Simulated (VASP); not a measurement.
# HC12 (a cell with a defect) in VASP: a series of runs

The runs below take HC12 (a cell with a defect) through single point, with LDA.

Program: VASP 6.6.1. These are calculated values, not measurements. Logs are shortened: lines on timing, memory, paths and dates and some standing lists are left out, and cuts for length are marked.

**1. The cell of the first run**

The cell holds a defect, 13 atoms: a = 4.325 Å, b = 4.325 Å, c = 4.325 Å, α = 80.41°, β = 70.53°, γ = 60.00°.

**2. Single point, LDA**

Input file INCAR:

```
PREC     = Accurate       # precision mode
ENCUT    = 520            # plane-wave cutoff, eV
EDIFF    = 1E-6           # SCF threshold, eV
ISMEAR   = 0              # smearing method
SIGMA    = 0.05           # smearing width, eV
LREAL    = F              # projectors in reciprocal space
LASPH    = T              # aspherical terms in the spheres
NELM     = 80             # most SCF steps
ALGO     = Normal         # electronic algorithm
ISIF     = 2              # what is computed and relaxed
LWAVE    = F              # write WAVECAR
LCHARG   = F              # write CHGCAR
NBANDS   = 36             # bands
NELECT   = 48.0
```

Input file KPOINTS:

```
Automatic mesh
0
Gamma
  6 6 6
```

Input file POSCAR:

```
HC12
1.0
    1.7657489870     -3.5314979740     -1.7657489870
    3.5314979740     -1.7657489870      1.7657489870
   -1.7657489870     -3.5314979740      1.7657489870
C H
12 1
Direct
    0.2500000000      1.0000000000      0.2500000000
    0.0833333333      0.3333333333      0.7500000000
    0.9166666667      0.6666666667      0.2500000000
    0.7500000000      1.0000000000      0.7500000000
    0.5833333333      0.3333333333      0.2500000000
    0.4166666667      0.6666666667      0.7500000000
    0.9583333333      0.3333333333      0.1250000000
    0.7916666667      0.6666666667      0.6250000000
    0.6250000000      1.0000000000      0.1250000000
    0.4583333333      0.3333333333      0.6250000000
    0.2916666667      0.6666666667      0.1250000000
    0.1250000000      1.0000000000      0.6250000000
    1.1805555556      0.1388888889      0.5416666667
```

Potentials or basis: VASP PAW LDA potentials, release 64 (C, H).

Command:

```console
$ cat potpaw_LDA.64/C/POTCAR potpaw_LDA.64/H/POTCAR > POTCAR
$ mpirun -np 1 vasp_std > vasp.out
```

OUTCAR:

```text
PREC = Accurate
   ENCUT = 520
   EDIFF = 1E-6
   ISMEAR = 0
   LREAL = F
   LASPH = T
   NELM = 80
   ISIF = 2
   NELECT = 48.0

 ion  position               nearest neighbor table
   1  0.250  0.000  0.250-  13 1.36  11 1.53   7 1.53  12 1.53   9 1.53
   2  0.083  0.333  0.750-  13 1.16  12 1.53  10 1.53   7 1.53   8 1.53
   3  0.917  0.667  0.250-   8 1.53   9 1.53  11 1.53   7 1.53
   4  0.750  0.000  0.750-   8 1.53   9 1.53  10 1.53  12 1.53
   5  0.583  0.333  0.250-   9 1.53   7 1.53  10 1.53  11 1.53
   6  0.417  0.667  0.750-   8 1.53  11 1.53  12 1.53  10 1.53
   7  0.958  0.333  0.125-   1 1.53   2 1.53   5 1.53   3 1.53
   8  0.792  0.667  0.625-   4 1.53   3 1.53   2 1.53   6 1.53
   9  0.625  0.000  0.125-   5 1.53   3 1.53   4 1.53   1 1.53
  10  0.458  0.333  0.625-   2 1.53   4 1.53   5 1.53   6 1.53
  11  0.292  0.667  0.125-   1 1.53   3 1.53   5 1.53   6 1.53
  12  0.125  0.000  0.625-  13 0.75   2 1.53   4 1.53   6 1.53   1 1.53
  13  0.181  0.139  0.542-  12 0.75   2 1.16   1 1.36

  LATTYP: Found a base centered monoclinic cell.
 ALAT       =     4.3251840320
 B/A-ratio  =     1.7320508076
 C/A-ratio  =     1.0000000000
 COS(beta)  =    -0.3333333333

  Lattice vectors:

 A1 = (   1.7657489870,   1.7657489870,   3.5314979740)
 A2 = (  -3.5314979740,   1.7657489870,  -1.7657489870)
 A3 = (  -1.7657489870,  -3.5314979740,   1.7657489870)

Analysis of symmetry for initial positions (statically):
=====================================================================
 Subroutine PRICEL returns:
 Original cell was already a primitive cell.

 Routine SETGRP: Setting up the symmetry group for a
 base centered monoclinic supercell.

 Subroutine GETGRP returns: Found  1 space group operations
 (whereof  1 operations were pure point group operations)
 out of a pool of  4 trial point group operations.

The static configuration has the point symmetry C_1 .

Analysis of symmetry for dynamics (positions and initial velocities):
=====================================================================
 Subroutine PRICEL returns:
 Original cell was already a primitive cell.

 Routine SETGRP: Setting up the symmetry group for a
 base centered monoclinic supercell.

 Subroutine GETGRP returns: Found  1 space group operations
 (whereof  1 operations were pure point group operations)
 out of a pool of  4 trial point group operations.

The dynamic configuration has the point symmetry C_1 .

 Subroutine INISYM returns: Found  1 space group operations
 (whereof  1 operations are pure point group operations),
 and found     1 'primitive' translations

----------------------------------------------------------------------------------------

                                     Primitive cell

  volume of cell :      66.0645

  direct lattice vectors                    reciprocal lattice vectors
     1.765748987 -3.531497974 -1.765748987     0.047194326 -0.141582978 -0.235971630
     3.531497974 -1.765748987  1.765748987     0.188777304  0.000000000  0.188777304
    -1.765748987 -3.531497974  1.765748987    -0.141582978 -0.141582978  0.141582978

  length of vectors
     4.325184032  4.325184032  4.325184032     0.279205398  0.266971424  0.245228911

  position of ions in fractional coordinates (direct lattice)
     0.250000000  0.000000000  0.250000000
     0.083333333  0.333333333  0.750000000
     0.916666667  0.666666667  0.250000000
     0.750000000  0.000000000  0.750000000
     0.583333333  0.333333333  0.250000000
     0.416666667  0.666666667  0.750000000
     0.958333333  0.333333333  0.125000000
     0.791666667  0.666666667  0.625000000
     0.625000000  0.000000000  0.125000000
     0.458333333  0.333333333  0.625000000
     0.291666667  0.666666667  0.125000000
     0.125000000  0.000000000  0.625000000
     0.180555556  0.138888889  0.541666667

  ion indices of the primitive-cell ions
   primitive index   ion index
                 1           1
                 2           2
                 3           3
                 4           4
                 5           5
                 6           6
                 7           7
                 8           8
                 9           9
                10          10
                11          11
                12          12
                13          13

----------------------------------------------------------------------------------------

 KPOINTS: Automatic mesh

Automatic generation of k-mesh.
 Grid dimensions read from file:
 generate k-points for:    6    6    6

 Generating k-lattice:

  Cartesian coordinates                     Fractional coordinates (reciprocal lattice)
     0.007865721 -0.023597163 -0.039328605     0.166666667 -0.000000000 -0.000000000
     0.031462884  0.000000000  0.031462884     0.000000000  0.166666667  0.000000000
    -0.023597163 -0.023597163  0.023597163     0.000000000  0.000000000  0.166666667

  Length of vectors
     0.046534233  0.044495237  0.040871485

  Shift w.r.t. Gamma in fractional coordinates (k-lattice)
     0.000000000  0.000000000  0.000000000

 Subroutine IBZKPT returns following result:
 ===========================================

 Found    112 irreducible k-points:

 Following reciprocal coordinates:
            Coordinates               Weight
  0.000000  0.000000  0.000000      1.000000
  0.166667  0.000000  0.000000      2.000000
 -0.166667 -0.166667 -0.000000      2.000000
  0.333333 -0.000000  0.000000      2.000000
 -0.333333 -0.333333 -0.000000      2.000000
  0.500000 -0.000000  0.000000      1.000000
[... 16 lines left out ...]
 -0.166667 -0.166667 -0.166667      2.000000
  0.333333 -0.000000  0.166667      2.000000
 [... further k-points ...]
   k-points           NKPTS =    112   k-points in BZ     NKDIM =    112   number of bands    NBANDS=     36
   number of dos      NEDOS =    301   number of ions     NIONS =     13
   total plane-waves  NPLWV =  32768
   dimension x,y,z NGX =    32 NGY =   32 NGZ =   32
   dimension x,y,z NGXF=    64 NGYF=   64 NGZF=   64
   ions per type =              12   1
   NGX,Y,Z   is equivalent  to a cutoff of  12.30, 12.30, 12.30 a.u.
   NGXF,Y,Z  is equivalent  to a cutoff of  24.60, 24.60, 24.60 a.u.
 SYSTEM =  unknown system
   PREC   = accura    normal or accurate (medium, high low for compatibility)
   ISTART =      0    job   : 0-new  1-cont  2-samecut
   ICHARG =      2    charge: 1-file 2-atom 10-const
   ISPIN  =      1    spin polarized calculation?
   LNONCOLLINEAR =      F non collinear calculations
   LSORBIT =      F    spin-orbit coupling
   LASPH  =      T    aspherical Exc in radial PAW
   ENCUT  =  520.0 eV  38.22 Ry    6.18 a.u.   8.04  8.04  8.04*2*pi/ulx,y,z
   NELM   =     80;   NELMIN=  2; NELMDL= -5     # of ELM steps
   EDIFF  = 0.1E-05   stopping-criterion for ELM
   LREAL  =      F    real-space projection
   EDIFFG = 0.1E-04   stopping-criterion for IOM
   NSW    =      0    number of steps for IOM
   IBRION =     -1    ionic relax: 0-MD 1-quasi-New 2-CG
   NFREE  =      0    steps in history (QN), initial steepest desc. (CG)
   ISIF   =      2    stress and relaxation
   ISYM   =      2    0-nonsym 1-usesym 2-fastsym
   POTIM  = 0.5000    time-step for ionic-motion
   TEBEG  =    0.0;   TEEND  =   0.0 temperature during run
   PSTRESS=    0.0 pullay stress
   NELECT =      48.0000    total number of electrons
   NUPDOWN=      -1.0000    fix difference up-down
   EMIN   =  10.00;   EMAX   =-10.00  energy-range for DOS
   EFERMI =   0.00;   METHOD = LEGACY
   ISMEAR =     0;   SIGMA  =   0.05  broadening in eV -4-tet -1-fermi 0-gaus
   EFERMI_NEDOS =   21; number of points for ismear=-14 and -15
   IALGO  =     38    algorithm
   IMIX   =      4    mixing-type and parameters
     AMIX     =   0.40;   BMIX     =  1.00
     AMIX_MAG =   1.60;   BMIX_MAG =  1.00
  volume/ion in A,a.u.               =       5.08        34.29
  Fermi-wavevector in a.u.,A,eV,Ry     =   1.471745  2.781195 29.470667  2.166033
  Thomas-Fermi vector in A             =   2.586844
   LORBIT       =      0    0 simple, 1 ext, 2 COOP (PROOUT), +10 PAW based schemes
   GGA     = CA    functional components
   LHFCALC =     F    Hartree Fock is set to
   AEXX    =    0.0000 exact exchange contribution
   IVDW    =     0    specifies the selected vdW correction
   LEPSILON=     F    determine dielectric tensor
   LRPA    =     F    only Hartree local field effects (RPA)
 non-spin polarized calculation
 Gauss-broadening in eV      SIGMA  =   0.05
  energy-cutoff  :      520.00
  volume of cell :       66.06
 maximum number of plane-waves:      1807
   NGX = 17   NGY = 17   NGZ = 17

 number of electron      47.9999997 magnetization

 Free energy of the ion-electron system (eV)
  ---------------------------------------------------
  ext. energy  EPLUGINS =         0.00000000
  ---------------------------------------------------
  free energy    TOTEN  =      -126.90079463 eV

  energy without entropy =     -126.90079463  energy(sigma->0) =     -126.90079463

 E-fermi :  10.6295     XC(G=0): -13.6271

 val. band max:       10.3150512859   @ k =   0.0000   0.0000   0.0000
 cond. band min:      13.7234635905   @ k =  -0.3333   0.3333   0.3333
 fundamental gap:      3.4084123046
 Fermi energy:        10.6295120577

 k-point     1 :       0.0000    0.0000    0.0000
  band No.  band energies     occupation
      1     -12.7877      2.00000
      2      -8.1337      2.00000
      3      -5.2562      2.00000
      4      -3.9872      2.00000
      5      -3.5179      2.00000
      6      -3.4002      2.00000
[... 28 lines left out ...]
     35      19.7998      0.00000
     36      20.6763      0.00000
[... 866 lines left out ...]
      6      -4.4376      2.00000
[... 28 lines left out ...]
     35      19.6113      0.00000
     36      20.6287      0.00000

 [... further k-points ...]

------------------------ aborting loop because EDIFF is reached ----------------------------------------

  FORCE on cell =-STRESS in cart. coord.  units (eV):
  Direction    XX          YY          ZZ          XY          YZ          ZX
  --------------------------------------------------------------------------------------
  -------------------------------------------------------------------------------------
  Total       13.9505343     -6.7283584     -7.4019511     -5.3093090     -3.4305224      0.5509517
  in kB      338.3243697   -163.1742237   -179.5100005   -128.7598440    -83.1960489     13.3615222
  external PRESSURE =      -1.4532848 kB  Pullay stress =       0.0000000 kB

 VOLUME and BASIS-vectors are now :
 -----------------------------------------------------------------------------
  energy-cutoff  :      520.00
  volume of cell :       66.06
      direct lattice vectors                 reciprocal lattice vectors
     1.765748987 -3.531497974 -1.765748987     0.047194326 -0.141582978 -0.235971630
     3.531497974 -1.765748987  1.765748987     0.188777304  0.000000000  0.188777304
    -1.765748987 -3.531497974  1.765748987    -0.141582978 -0.141582978  0.141582978

 POSITION                                       TOTAL-FORCE (eV/Angst)
 -----------------------------------------------------------------------------------
      0.00000     -1.76575      0.00000         1.068120      2.586922     -2.426301
     -0.00000     -3.53150      1.76575         1.659474     -4.110765      4.453686
      3.53150     -5.29725     -0.00000         0.394489      0.177328     -0.203565
      0.00000     -5.29725      0.00000         0.075385      0.135002      0.592441
      1.76575     -3.53150      0.00000         0.235325      0.140943     -0.098063
      1.76575     -5.29725      1.76575         0.053663     -0.523732      0.152642
      2.64862     -4.41437     -0.88287        -0.708739      0.162802      0.120068
      2.64862     -6.18012      0.88287         0.090527      0.354270     -0.267965
      0.88287     -2.64862     -0.88287         0.065414     -0.427503     -0.181787
      0.88287     -4.41437      0.88287         0.324478     -0.076756     -0.272975
      2.64862     -2.64862      0.88287        -0.359096     -0.138718      0.298992
     -0.88287     -2.64862      0.88287       -36.985845      7.330410     -0.806890
     -0.14715     -2.79577      0.88287        34.086805     -5.610203     -1.360281
 -----------------------------------------------------------------------------------
    total drift:                               -0.000296      0.000009     -0.000001

  FREE ENERGIE OF THE ION-ELECTRON SYSTEM (eV)
  ---------------------------------------------------
  free  energy   TOTEN  =      -126.9007946336 eV

  energy  without entropy=     -126.9007946336  energy(sigma->0) =     -126.90079463
```

It took 2.2 min on 1 thread of Intel Xeon Platinum 8488C (Sapphire Rapids), shared host; peak memory 0.27 GiB.

Results:

```yaml
Free_energy: -126.9008 eV
Largest_force: 37.714 eV/Å
```

Forces on the atoms (eV/Å):
```
C     1.068   2.587  -2.426
C     1.659  -4.111   4.454
C     0.394   0.177  -0.204
C     0.075   0.135   0.592
C     0.235   0.141  -0.098
C     0.054  -0.524   0.153
C    -0.709   0.163   0.120
C     0.091   0.354  -0.268
C     0.065  -0.428  -0.182
C     0.324  -0.077  -0.273
C    -0.359  -0.139   0.299
C   -36.986   7.330  -0.807
H    34.087  -5.610  -1.360
```

Levels at points of the mesh, in eV from the Fermi level:
```tsv
k point	band 21	band 22	band 23	band 24	band 25	band 26	band 27	band 28
(0.00, 0.00, 0.00)	-3.25	-0.68	-0.56	-0.31	4.18	4.98	5.11	5.70
(0.50, 0.00, 0.00)	-4.78	-4.46	-3.02	-2.25	5.14	5.57	6.09	6.40
(0.50, 0.50, 0.00)	-4.82	-4.46	-2.82	-2.18	4.52	5.29	6.03	6.67
(0.00, 0.50, 0.00)	-3.43	-3.31	-2.18	-1.64	4.17	4.32	5.18	7.39
(0.00, 0.00, 0.50)	-3.27	-2.42	-1.89	-1.88	4.45	6.36	6.88	7.04
(0.50, 0.00, 0.50)	-4.07	-3.75	-3.25	-3.16	3.28	4.46	5.36	5.82
(0.50, 0.50, 0.50)	-3.85	-3.76	-3.26	-3.23	4.17	4.26	5.17	5.52
(0.00, 0.50, 0.50)	-4.73	-4.49	-4.26	-4.17	3.98	5.18	5.85	6.02
```

Caveat: the cell carries a net charge on a neutralising background, which shifts energy and pressure; the cell is charged against a uniform background, so pressure and absolute levels hang on convention.

**3. Single point, LDA**

Input file INCAR:

```
SYSTEM = HC12
PREC = Accurate
ENCUT = 520
EDIFF = 1E-6
ISMEAR = 0
SIGMA = 0.05
LREAL = .False.
LASPH = .True.
NELM = 80
ALGO = Normal
ISIF = 2
LWAVE = .False.
LCHARG = .False.
NELECT = 48.0
NBANDS = 36
```

Input file KPOINTS:

```
regular mesh
0
Gamma
  6 6 6
  0 0 0
```

POSCAR, as its differences from that of step 2:

```diff
@@ -20,2 +20,2 @@
     0.1250000000      1.0000000000      0.6250000000
-    1.1805555556      0.1388888889      0.5416666667
+    1.2638888889      0.2222222222      0.5416666667
```

Potentials or basis: VASP PAW LDA potentials, release 64 (C, H).

Command:

```console
$ cat potpaw_LDA.64/C/POTCAR potpaw_LDA.64/H/POTCAR > POTCAR
$ mpirun -np 1 vasp_std > vasp.out
```

It took 3.6 min on 1 thread of Intel Xeon 8259CL, shared host; peak memory 0.28 GiB.

It converged, with:

| Property | Result |
| --- | --- |
| Free energy | -131.0649 eV |
| Largest force | 10.175 eV/Å |

Forces in eV/Å, atoms in the order of the input:
```
C    0.166  0.913 -0.704
C   -2.232 -2.186  9.683
C    0.356  0.263 -0.201
C   -0.214 -0.159  0.559
C    1.044  0.378 -0.740
C   -0.165 -0.305  0.538
C   -0.659 -0.679 -0.031
C    0.258  0.406 -0.098
C    0.020 -0.030 -0.344
C    2.011 -2.756 -1.058
C   -0.135 -0.061  0.187
C   -2.638  1.986 -1.001
H    2.188  2.230 -6.792
```

Levels at points of the mesh, in eV from the Fermi level:
```tsv
k point	band 21	band 22	band 23	band 24	band 25	band 26	band 27	band 28
(0.00, 0.00, 0.00)	-3.19	-0.41	-0.32	-0.22	3.77	5.16	5.26	5.55
(0.50, 0.00, 0.00)	-4.50	-4.46	-2.67	-2.25	4.48	5.84	6.18	6.67
(0.50, 0.50, 0.00)	-4.75	-4.38	-2.38	-2.17	3.43	6.05	6.34	6.57
(0.00, 0.50, 0.00)	-3.36	-3.08	-2.05	-1.50	3.55	4.38	5.78	7.60
(0.00, 0.00, 0.50)	-2.68	-2.48	-1.71	-1.69	5.03	6.67	6.73	7.04
(0.50, 0.00, 0.50)	-3.91	-3.57	-3.10	-3.03	3.47	4.37	5.06	5.88
(0.50, 0.50, 0.50)	-3.77	-3.57	-3.11	-3.08	3.06	4.48	5.32	5.87
(0.00, 0.50, 0.50)	-4.67	-4.36	-4.15	-4.08	4.39	5.51	6.05	6.12
```

Caveat: the cell carries a net charge on a neutralising background, which shifts energy and pressure; the cell is charged against a uniform background, so pressure and absolute levels hang on convention.

(Part 1 of 2 ends here.)
